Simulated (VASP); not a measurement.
Input of a VASP 6.6.1 run:

File INCAR:

```
PREC = Accurate ; ENCUT = 520
EDIFF = 1E-7 ; ISMEAR = 0
SIGMA = 0.1 ; LREAL = F
LASPH = T ; NELM = 100
ALGO = Fast ; ISIF = 2
LWAVE = F ; LCHARG = F
GGA = PE ; NBANDS = 28
```

Contents of KPOINTS:

```
Automatic mesh
0
Gamma
  8 8 8
```

The input POSCAR:

```
InRu2
1.0
   -1.4339474633      1.4339474633      5.8447065867
    1.4339474633     -1.4339474633      5.8447065867
    1.4339474633      1.4339474633     -5.8447065867
In Ru
1 2
Direct
    0.0000000000      0.0000000000      0.0000000000
    0.6811931342      0.6811931342      0.0000000000
    0.3188068658      0.3188068658      0.0000000000
```

Potentials or basis: VASP PAW PBE potentials, release 64 (In_d, Ru_pv).

Command:

```console
$ cat potpaw_PBE.64/In_d/POTCAR potpaw_PBE.64/Ru_pv/POTCAR > POTCAR
$ mpirun -np 1 vasp_std > vasp.out
```

**Question.** What does it give for the pressure?

**Answer.** -0.1 GPa.

**Question.** What does it give for the largest force?

**Answer.** 0.056 eV/Å.

Forces in eV/Å, atoms in the order of the input:
```
In   0.000  0.000  0.000
Ru   0.000  0.000 -0.056
Ru   0.000  0.000  0.056
```

Caveat: the k points lie up to 0.39 Å⁻¹ apart.
